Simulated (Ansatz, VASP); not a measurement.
**One calculation of Cd3Se, two programs**

File INCAR:

```
PREC = Accurate ; ENCUT = 520
EDIFF = 1E-6 ; ISMEAR = -1
SIGMA = 0.05 ; LREAL = False
LASPH = True ; NELM = 60
ALGO = Normal ; ISIF = 2
LWAVE = False ; LCHARG = True
GGA = PS ; LELF = True
LVHAR = True ; NBANDS = 29
```

KPOINTS

```
regular mesh
0
Gamma
  9 9 9
```

Contents of POSCAR:

```
Cd3Se
1.0
   -2.0409530000      2.0409530000      6.0870800000
    2.0409530000     -2.0409530000      6.0870800000
    2.0409530000      2.0409530000     -6.0870800000
Cd Se
3 1
Direct
    0.5000000000      0.5000000000      0.0000000000
    0.2500000000      0.7500000000      0.5000000000
    0.7500000000      0.2500000000      0.5000000000
    0.0000000000      0.0000000000      0.0000000000
```

The input input.yaml:

```yaml
crystal:
  lattice:
    - [-2.040953, 2.040953, 6.08708]
    - [2.040953, -2.040953, 6.08708]
    - [2.040953, 2.040953, -6.08708]
  atoms:
    - { symbol: Cd, position: [0.5, 0.5, 0.0] }
    - { symbol: Cd, position: [0.25, 0.75, 0.5] }
    - { symbol: Cd, position: [0.75, 0.25, 0.5] }
    - { symbol: Se, position: [0.0, 0.0, 0.0] }
hamiltonian:
  xc: pbesol
  pseudopotentials: { kind: paw }
kpoints:
  mp_grid: { grid: [9, 9, 9] }
  band_path:
    path:
      - [[0.0, 0.0, 0.0], [-0.5, 0.5, 0.0], [-0.5, 0.5, -0.0562105704], [-0.2781052852, 0.2781052852, -0.2781052852], [0.0, 0.0, 0.0], [0.5, 0.5, -0.5], [0.2781052852, 0.7218947148, -0.7218947148], [0.0, 0.5, -0.5], [-0.25, 0.75, -0.25], [0.0562105704, 0.9437894296, -0.5], [0.5, 0.5, -0.5]]
      - [[-0.5, 0.5, 0.0], [-0.25, 0.75, -0.25]]
    npoints: 14
scf:
  occupations: { method: fermi_dirac, width: 0.05 }
  n_extra_bands: 10
output:
  forces: true
  stress: true
  eigenvalues: true
  fatbands: true
```

Alike in both runs: functional PBEsol; k mesh 9 × 9 × 9; occupations fermi-dirac, width 0.05 eV; no spin polarisation.

```csv
,VASP,Ansatz
version,VASP 6.6.1,Ansatz 0.2.0
potentials or method,"VASP PAW PBE potentials, release 64 (Cd, Se)",Ansatz PAW
plane-wave cutoff (eV),520,420
valence electrons in the cell,42,76
task,single point,band structure
```

|  | VASP | Ansatz | Ansatz less VASP |
| --- | --- | --- | --- |
| gap on the k mesh at the Fermi level (eV) | none | none | - |
| pressure (GPa) | -3.5 | -3.7 | -0.24 |
| traceless stress, the component that is largest in VASP (GPa) | 1.53 | 1.67 | +0.141 |

VASP's potentials were made for PBE, not for PBEsol. A gap of «none» marks a metal or a gap that the smearing closes. VASP's potentials hold 42 valence electrons a cell and Ansatz's 76, so a difference there can come from the potentials and not from the codes.
